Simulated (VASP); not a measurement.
Set up this calculation in VASP 6.6.1, as the native input.

- Task: single point
- Functional: PBEsol
- Potentials or basis: VASP PAW PBE potentials, release 64 (W_sv, S)
- Cutoff: 520 eV
- k mesh: 8 × 8 × 8
- Occupations: fermi-dirac, width 0.05 eV
- Spin: no spin polarisation
- Dipole correction: no
- Further INCAR settings: ALGO = Normal; EDIFF = 1e-07; NBANDS = 20

The structure of WS2 lies in POSCAR:

```
WS2
1.0
    1.5790000000      0.9116360800      6.1633333300
   -1.5790000000      0.9116360800      6.1633333300
    0.0000000000     -1.8232721500      6.1633333300
W S
1 2
Direct
    0.0000000000      0.0000000000      0.0000000000
    0.2497000000      0.2497000000      0.2497000000
    0.4190000000      0.4190000000      0.4190000000
```

The input as run:

INCAR

```
ALGO = Normal ; EDIFF = 1E-7
ENCUT = 520 ; GGA = PS
ISIF = 2 ; ISMEAR = -1
LASPH = T ; LCHARG = F
LREAL = F ; LWAVE = F
NBANDS = 20 ; NELM = 60
PREC = Accurate ; SIGMA = 0.05
```

KPOINTS

```
k-points
0
Gamma
  8 8 8
```

Potentials or basis: VASP PAW PBE potentials, release 64 (W_sv, S).

Run with:

```sh
$ cat potpaw_PBE.64/W_sv/POTCAR potpaw_PBE.64/S/POTCAR > POTCAR
$ mpirun -np 1 vasp_std > vasp.out
```

It gave:

The pressure is -0.5 GPa and the largest force is 0.602 eV/Å. The band gap on the k mesh is 1.14 eV (least direct gap 2.31 eV).

Caveat: the PAW data sets were made with another functional, which shifts forces and pressure a little; spin-orbit coupling is left out, which moves the levels of the heavy elements.

Wall time 3.4 min on 1 thread of Intel(R) Xeon(R) Platinum 8259CL CPU @ 2.50GHz (Skylake/Cascade Lake) (shared host), peak memory 0.34 GiB.
